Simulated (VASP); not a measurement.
# BeTe in VASP: further runs

The runs below take BeTe through single point, with LDA.

All numbers are computed with VASP 6.6.1; they aren't measurements. Logs are shortened: lines on timing, memory, paths and dates and some standing lists are left out, and cuts for length are marked.

### 1 The cell of the first run

It takes space group I-4m2 (No. 119, tetragonal). Conventional cell: a = 3.917 Å, b = 3.917 Å, c = 5.762 Å, α = 90.00°, β = 90.00°, γ = 90.00°. Within 3.2 Å of Be (site symmetry -4m2) lie 4 Te at 2.43 Å. Te (site symmetry -4m2) has 4 Be at 2.43 Å within 3.2 Å.

### 2 Single point, LDA (strain +0.000 along x and y, +0.040 along z)

Input file INCAR:

```
  PREC = Accurate
  ENCUT = 520
  EDIFF = 1E-7
  ISMEAR = 0
  SIGMA = 0.05
  LREAL = False
  LASPH = True
  NELM = 80
  ALGO = Normal
  ISIF = 2
  LWAVE = False
  LCHARG = False
  GGA = CA
  NBANDS = 11
```

Input file KPOINTS:

```
Automatic mesh
0
Gamma
  8 8 8
```

Input file POSCAR:

```
BeTe
1.0
    0.0000000000      2.7700000000      2.8808000000
    2.7700000000      0.0000000000      2.8808000000
    2.7700000000      2.7700000000      0.0000000000
Be Te
1 1
Direct
    0.0000000000      0.0000000000      0.0000000000
    0.7500000000      0.7500000000      0.7500000000
```

Potentials or basis: VASP PAW LDA potentials, release 64 (Be, Te).

Started as:

```sh
cat potpaw_LDA.64/Be/POTCAR potpaw_LDA.64/Te/POTCAR > POTCAR
mpirun -np 1 vasp_std > vasp.out
```

OUTCAR:

```text
PREC = Accurate
   ENCUT = 520
   EDIFF = 1E-7
   ISMEAR = 0
   LREAL = False
   LASPH = True
   NELM = 80
   ISIF = 2
   GGA = CA

 ion  position               nearest neighbor table
   1  0.000  0.000  0.000-   2 2.43   2 2.43   2 2.43   2 2.43
   2  0.750  0.750  0.750-   1 2.43   1 2.43   1 2.43   1 2.43

  LATTYP: Found a body centered tetragonal cell.
 ALAT       =     3.9173715678
 C/A-ratio  =     1.4707821049

  Lattice vectors:

 A1 = (  -2.7700000000,   0.0000000000,   2.8808000000)
 A2 = (   2.7700000000,   0.0000000000,   2.8808000000)
 A3 = (   0.0000000000,   2.7700000000,  -2.8808000000)

Analysis of symmetry for initial positions (statically):
=====================================================================
 Subroutine PRICEL returns:
 Original cell was already a primitive cell.

 Routine SETGRP: Setting up the symmetry group for a
 body centered tetragonal supercell.

 Subroutine GETGRP returns: Found  8 space group operations
 (whereof  8 operations were pure point group operations)
 out of a pool of 16 trial point group operations.

The static configuration has the point symmetry D_2d.

Analysis of symmetry for dynamics (positions and initial velocities):
=====================================================================
 Subroutine PRICEL returns:
 Original cell was already a primitive cell.

 Routine SETGRP: Setting up the symmetry group for a
 body centered tetragonal supercell.

 Subroutine GETGRP returns: Found  8 space group operations
 (whereof  8 operations were pure point group operations)
 out of a pool of 16 trial point group operations.

The dynamic configuration has the point symmetry D_2d.

 Subroutine INISYM returns: Found  8 space group operations
 (whereof  8 operations are pure point group operations),
 and found     1 'primitive' translations

----------------------------------------------------------------------------------------

                                     Primitive cell

  volume of cell :      44.2082

  direct lattice vectors                    reciprocal lattice vectors
     0.000000000  2.770000000  2.880800000    -0.180505415  0.180505415  0.173562899
     2.770000000  0.000000000  2.880800000     0.180505415 -0.180505415  0.173562899
     2.770000000  2.770000000  0.000000000     0.180505415  0.180505415 -0.173562899

  length of vectors
     3.996487037  3.996487037  3.917371568     0.308688338  0.308688338  0.308688338

  position of ions in fractional coordinates (direct lattice)
     0.000000000  0.000000000  0.000000000
     0.750000000  0.750000000  0.750000000

  ion indices of the primitive-cell ions
   primitive index   ion index
                 1           1
                 2           2

----------------------------------------------------------------------------------------

 KPOINTS: Automatic mesh

Automatic generation of k-mesh.
 Grid dimensions read from file:
 generate k-points for:    8    8    8

 Generating k-lattice:

  Cartesian coordinates                     Fractional coordinates (reciprocal lattice)
    -0.022563177  0.022563177  0.021695362     0.125000000  0.000000000  0.000000000
     0.022563177 -0.022563177  0.021695362     0.000000000  0.125000000  0.000000000
     0.022563177  0.022563177 -0.021695362    -0.000000000 -0.000000000  0.125000000

  Length of vectors
     0.038586042  0.038586042  0.038586042

  Shift w.r.t. Gamma in fractional coordinates (k-lattice)
     0.000000000  0.000000000  0.000000000

 Subroutine IBZKPT returns following result:
 ===========================================

 Found     59 irreducible k-points:

 Following reciprocal coordinates:
            Coordinates               Weight
  0.000000  0.000000  0.000000      1.000000
  0.125000  0.000000  0.000000      8.000000
  0.250000  0.000000  0.000000      8.000000
  0.375000  0.000000  0.000000      8.000000
  0.500000  0.000000  0.000000      4.000000
  0.125000  0.125000  0.000000      2.000000
[... 16 lines left out ...]
  0.250000  0.000000  0.125000     16.000000
  0.375000  0.000000  0.125000     16.000000
 [... further k-points ...]
   k-points           NKPTS =     59   k-points in BZ     NKDIM =     59   number of bands    NBANDS=     11
   number of dos      NEDOS =    301   number of ions     NIONS =      2
   total plane-waves  NPLWV =  27000
   dimension x,y,z NGX =    30 NGY =   30 NGZ =   30
   dimension x,y,z NGXF=    60 NGYF=   60 NGZF=   60
   ions per type =               1   1
   NGX,Y,Z   is equivalent  to a cutoff of  12.48, 12.48, 12.73 a.u.
   NGXF,Y,Z  is equivalent  to a cutoff of  24.96, 24.96, 25.46 a.u.
 SYSTEM =  unknown system
   PREC   = accura    normal or accurate (medium, high low for compatibility)
   ISTART =      0    job   : 0-new  1-cont  2-samecut
   ICHARG =      2    charge: 1-file 2-atom 10-const
   ISPIN  =      1    spin polarized calculation?
   LNONCOLLINEAR =      F non collinear calculations
   LSORBIT =      F    spin-orbit coupling
   LASPH  =      T    aspherical Exc in radial PAW
   ENCUT  =  520.0 eV  38.22 Ry    6.18 a.u.   7.43  7.43  7.28*2*pi/ulx,y,z
   NELM   =     80;   NELMIN=  2; NELMDL= -5     # of ELM steps
   EDIFF  = 0.1E-06   stopping-criterion for ELM
   LREAL  =      F    real-space projection
   EDIFFG = 0.1E-05   stopping-criterion for IOM
   NSW    =      0    number of steps for IOM
   IBRION =     -1    ionic relax: 0-MD 1-quasi-New 2-CG
   NFREE  =      0    steps in history (QN), initial steepest desc. (CG)
   ISIF   =      2    stress and relaxation
   ISYM   =      2    0-nonsym 1-usesym 2-fastsym
   POTIM  = 0.5000    time-step for ionic-motion
   TEBEG  =    0.0;   TEEND  =   0.0 temperature during run
   PSTRESS=    0.0 pullay stress
   NELECT =       8.0000    total number of electrons
   NUPDOWN=      -1.0000    fix difference up-down
   EMIN   =  10.00;   EMAX   =-10.00  energy-range for DOS
   EFERMI =   0.00;   METHOD = LEGACY
   ISMEAR =     0;   SIGMA  =   0.05  broadening in eV -4-tet -1-fermi 0-gaus
   EFERMI_NEDOS =   21; number of points for ismear=-14 and -15
   IALGO  =     38    algorithm
   IMIX   =      4    mixing-type and parameters
     AMIX     =   0.40;   BMIX     =  1.00
     AMIX_MAG =   1.60;   BMIX_MAG =  1.00
  volume/ion in A,a.u.               =      22.10       149.17
  Fermi-wavevector in a.u.,A,eV,Ry     =   0.925985  1.749858 11.666291  0.857448
  Thomas-Fermi vector in A             =   2.051898
   LORBIT       =      0    0 simple, 1 ext, 2 COOP (PROOUT), +10 PAW based schemes
   GGA     = CA    functional components
   LHFCALC =     F    Hartree Fock is set to
   AEXX    =    0.0000 exact exchange contribution
   IVDW    =     0    specifies the selected vdW correction
   LEPSILON=     F    determine dielectric tensor
   LRPA    =     F    only Hartree local field effects (RPA)
 non-spin polarized calculation
 Gauss-broadening in eV      SIGMA  =   0.05
  energy-cutoff  :      520.00
  volume of cell :       44.21
 maximum number of plane-waves:      1205
 NGX is ok and might be reduce to    30
   NGX = 15   NGY = 15   NGZ = 15

 number of electron       8.0000000 magnetization

 Free energy of the ion-electron system (eV)
  ---------------------------------------------------
  ext. energy  EPLUGINS =         0.00000000
  ---------------------------------------------------
  free energy    TOTEN  =        -8.71142169 eV

  energy without entropy =       -8.71142169  energy(sigma->0) =       -8.71142169

 E-fermi :   5.3937     XC(G=0):  -9.3101

 val. band max:        5.1330092558   @ k =   0.0000   0.0000   0.0000
 cond. band min:       6.8176291567   @ k =   0.5000   0.0000   0.5000
 fundamental gap:      1.6846199009
 Fermi energy:         5.3937311797

 k-point     1 :       0.0000    0.0000    0.0000
  band No.  band energies     occupation
      1      -7.3267      2.00000
      2       4.9044      2.00000
      3       5.1330      2.00000
      4       5.1330      2.00000
      5       8.6157      0.00000
      6       8.6157      0.00000
      7       8.6985      0.00000
      8       8.8449      0.00000
      9      13.2529      0.00000
     10      14.8850      0.00000
     11      15.6968      0.00000

 k-point     2 :       0.1250    0.0000    0.0000
  band No.  band energies     occupation
      1      -7.1777      2.00000
      2       3.7215      2.00000
      3       4.7283      2.00000
      4       4.9134      2.00000
      5       8.5433      0.00000
      6       8.9654      0.00000
      7       9.0212      0.00000
      8      10.1578      0.00000
      9      13.6478      0.00000
     10      14.0479      0.00000
     11      14.6112      0.00000

 k-point     3 :       0.2500    0.0000    0.0000
  band No.  band energies     occupation
      1      -6.7663      2.00000
      2       1.7032      2.00000
      3       4.2438      2.00000
      4       4.5062      2.00000
      5       8.3214      0.00000
      6       9.5013      0.00000
      7       9.5459      0.00000
      8      12.0448      0.00000
      9      13.7698      0.00000
     10      14.1706      0.00000
     11      14.1839      0.00000

 k-point     4 :       0.3750    0.0000    0.0000
  band No.  band energies     occupation
      1      -6.2420      2.00000
      2       0.1048      2.00000
      3       3.8736      2.00000
      4       4.1957      2.00000
      5       8.1415      0.00000
      6       9.5864      0.00000
      7       9.7457      0.00000
      8      12.7690      0.00000
      9      14.6283      0.00000
     10      15.0438      0.00000
     11      15.2968      0.00000
[... 239 lines left out ...]
 k-point    22 :       0.1250    0.0000    0.1250
  band No.  band energies     occupation
      1      -7.1222      2.00000
      2       4.0131      2.00000
      3       4.2624      2.00000
      4       4.4157      2.00000
      5       8.2019      0.00000
      6       9.4581      0.00000
      7       9.7716      0.00000
      8       9.8774      0.00000
      9      13.2523      0.00000
     10      14.2152      0.00000
     11      15.2828      0.00000

 k-point    23 :       0.2500    0.0000    0.1250
  band No.  band energies     occupation
      1      -6.7916      2.00000
      2       2.3056      2.00000
      3       3.8200      2.00000
      4       4.1163      2.00000
      5       8.2819      0.00000
      6       9.5744      0.00000
      7      10.3407      0.00000
      8      10.8738      0.00000
      9      13.5522      0.00000
     10      14.7425      0.00000
     11      15.1689      0.00000

 k-point    24 :       0.3750    0.0000    0.1250
  band No.  band energies     occupation
      1      -6.2906      2.00000
      2       0.6260      2.00000
      3       3.4800      2.00000
      4       3.6949      2.00000
      5       8.4261      0.00000
      6       9.7371      0.00000
      7      10.5136      0.00000
      8      11.4055      0.00000
      9      14.6724      0.00000
     10      15.2508      0.00000
     11      16.0081      0.00000

 [... further k-points ...]
[... 5 lines left out ...]
  --------------------------------------------------------------------------------------
  -------------------------------------------------------------------------------------
  Total       -0.2164350     -0.2164350     -0.9273145      0.0000000      0.0000000      0.0000000
  in kB       -7.8439622     -7.8439622    -33.6074058      0.0000000      0.0000000      0.0000000
  external PRESSURE =     -16.4317767 kB  Pullay stress =       0.0000000 kB

 VOLUME and BASIS-vectors are now :
 -----------------------------------------------------------------------------
  energy-cutoff  :      520.00
  volume of cell :       44.21
      direct lattice vectors                 reciprocal lattice vectors
     0.000000000  2.770000000  2.880800000    -0.180505415  0.180505415  0.173562899
     2.770000000  0.000000000  2.880800000     0.180505415 -0.180505415  0.173562899
     2.770000000  2.770000000  0.000000000     0.180505415  0.180505415 -0.173562899

 POSITION                                       TOTAL-FORCE (eV/Angst)
 -----------------------------------------------------------------------------------
      0.00000      0.00000      0.00000         0.000000      0.000000     -0.000000
      4.15500      4.15500      4.32120        -0.000000     -0.000000      0.000000
 -----------------------------------------------------------------------------------
    total drift:                               -0.000000     -0.000000     -0.000000

  FREE ENERGIE OF THE ION-ELECTRON SYSTEM (eV)
  ---------------------------------------------------
  free  energy   TOTEN  =        -8.7114216949 eV

  energy  without entropy=       -8.7114216949  energy(sigma->0) =       -8.71142169
```

It took 27 s on 1 thread of AMD EPYC 7R43 (Zen 3), shared host; peak memory 0.13 GiB.

Results:

* Free energy: -8.7114 eV
* Pressure: -1.6 GPa
* Band gap on the k mesh: 1.68 eV, indirect (least direct gap 3.48 eV)

Levels at points of the mesh, in eV from the valence-band top:
```
           k point  band 1  band 2  band 3  band 4  band 5  band 6  band 7  band 8  band 9
(0.00, 0.00, 0.00)  -12.46   -0.23    0.00    0.00    3.48    3.48    3.57    3.71    8.12
(0.50, 0.00, 0.00)  -11.10   -5.67   -1.39   -1.05    2.94    4.42    4.60    7.58   10.63
(0.50, 0.50, 0.00)  -10.72   -5.35   -2.57   -2.57    1.96    2.78    9.54    9.54   11.15
(0.50, 0.00, 0.50)  -10.56   -5.13   -2.88   -2.81    1.68    2.46    9.44    9.62   11.35
```

Caveat: the cell differs from its parent crystal (strain +0.000 along x and y, +0.040 along z); spin-orbit coupling is left out, which moves the levels of the heavy elements. A k mesh can miss the band edges.

### 3 Single point, LDA (strain +0.040 along x and y, +0.080 along z)

Input file INCAR:

```
SYSTEM = BeTe
ALGO = Normal
EDIFF = 1E-7
ENCUT = 520
ISIF = 2
ISMEAR = 0
LASPH = .TRUE.
LCHARG = .FALSE.
LREAL = .FALSE.
LWAVE = .FALSE.
NBANDS = 11
NELM = 100
PREC = Accurate
SIGMA = 0.05
```

Input file KPOINTS:

```
k-points
0
G
  8 8 8
  0 0 0
```

Input file POSCAR:

```
BeTe
1.0
    0.0000000000      2.8808000000      2.9916000000
    2.8808000000      0.0000000000      2.9916000000
    2.8808000000      2.8808000000      0.0000000000
Be Te
1 1
Direct
    0.0000000000      0.0000000000      0.0000000000
    0.7500000000      0.7500000000      0.7500000000
```

Potentials or basis: VASP PAW LDA potentials, release 64 (Be, Te).

Started as:

```sh
cat potpaw_LDA.64/Be/POTCAR potpaw_LDA.64/Te/POTCAR > POTCAR
mpirun -np 1 vasp_std > vasp.out
```

Wall time 30 s (1 thread of AMD EPYC 7R43 (Zen 3), shared host); peak memory 0.14 GiB.

Results (log left out):

| Quantity | Value |
| --- | --- |
| Free energy | -8.5584 eV |
| Pressure | -6.9 GPa |
| Band gap on the k mesh | 1.96 eV, indirect (least direct gap 2.92 eV) |

Stress tensor (GPa, compression positive):
```
-6.12  0.00  0.00
 0.00 -6.12  0.00
 0.00  0.00 -8.34
```

Levels at points of the mesh, in eV from the valence-band top:
| k point | band 1 | band 2 | band 3 | band 4 | band 5 | band 6 | band 7 | band 8 | band 9 |
| --- | --- | --- | --- | --- | --- | --- | --- | --- | --- |
| (0.00, 0.00, 0.00) | -11.74 | -0.20 | 0.00 | 0.00 | 2.92 | 3.57 | 3.57 | 3.64 | 7.91 |
| (0.50, 0.00, 0.00) | -10.66 | -4.96 | -1.17 | -0.88 | 2.66 | 4.45 | 4.61 | 7.57 | 10.14 |
| (0.50, 0.50, 0.00) | -10.35 | -4.74 | -2.18 | -2.18 | 2.18 | 2.89 | 8.83 | 8.83 | 10.52 |
| (0.50, 0.00, 0.50) | -10.23 | -4.55 | -2.44 | -2.39 | 1.96 | 2.59 | 8.79 | 8.89 | 10.69 |

Caveat: the cell differs from its parent crystal (strain +0.040 along x and y, +0.080 along z); spin-orbit coupling is left out, which moves the levels of the heavy elements. A k mesh can miss the band edges.

### 4 Single point, LDA (strain -0.080 along x and y, -0.080 along z)

Input file INCAR:

```
  PREC = Accurate
  ENCUT = 520
  EDIFF = 1E-7
  ISMEAR = 0
  SIGMA = 0.05
  LREAL = False
  LASPH = True
  NELM = 60
  ALGO = Normal
  ISIF = 2
  LWAVE = False
  LCHARG = True
  LELF = True
  LVHAR = True
  NBANDS = 11
```

Input file KPOINTS:

```
regular mesh
0
Gamma
  8 8 8
```

Input file POSCAR:

```
BeTe
1.0
    0.0000000000      2.5484000000      2.5484000000
    2.5484000000      0.0000000000      2.5484000000
    2.5484000000      2.5484000000      0.0000000000
Be Te
1 1
Direct
    0.0000000000      0.0000000000      0.0000000000
    0.7500000000      0.7500000000      0.7500000000
```

Started as:

```sh
cat potpaw_LDA.64/Be/POTCAR potpaw_LDA.64/Te/POTCAR > POTCAR
mpirun -np 1 vasp_std > vasp.out
```

Wall time 9.5 s (1 thread of Intel Xeon Platinum 8488C (Sapphire Rapids), shared host); peak memory 0.14 GiB.

Results (log left out):

```
Free energy            : -8.0255 eV
Pressure               : 28.1 GPa
Band gap on the k mesh : 1.00 eV, indirect (least direct gap 3.20 eV)
```

Levels at points of the mesh, in eV from the valence-band top:
```csv
k point,band 2,band 3,band 4,band 5,band 6,band 7
"(0.00, 0.00, 0.00)",0.00,0.00,0.00,3.20,3.20,3.20
"(0.50, 0.00, 0.00)",-7.78,-1.75,-1.75,3.96,4.29,4.29
"(0.50, 0.50, 0.00)",-6.95,-3.99,-3.99,1.00,2.09,11.52
```

Caveat: the cell differs from its parent crystal (strain -0.080 along x and y, -0.080 along z); spin-orbit coupling is left out, which moves the levels of the heavy elements. A k mesh can miss the band edges.

### 5 The runs side by side

```csv
cell,gap on the mesh (eV),pressure (GPa)
"a = 3.996, b = 3.996, c = 3.917 Å, angles 60.7, 60.7, 58.7°, 2 atoms",1.68,-1.6
"a = 4.153, b = 4.153, c = 4.074 Å, angles 60.6, 60.6, 58.7°, 2 atoms",1.96,-6.9
"a = 3.604 Å, angles 60.0°, 2 atoms",1.00,28.1
```

Alike in all rows: task single point; level LDA; potentials or basis VASP PAW LDA potentials, release 64 (Be, Te); no spin polarisation; k mesh 8 × 8 × 8; cutoff (eV) 520; smearing gaussian 0.05 eV.

Caveats: spin-orbit coupling is left out, which moves the levels of the heavy elements.

Total energies depend on the potentials used, so only differences within one code and one set of settings carry meaning.
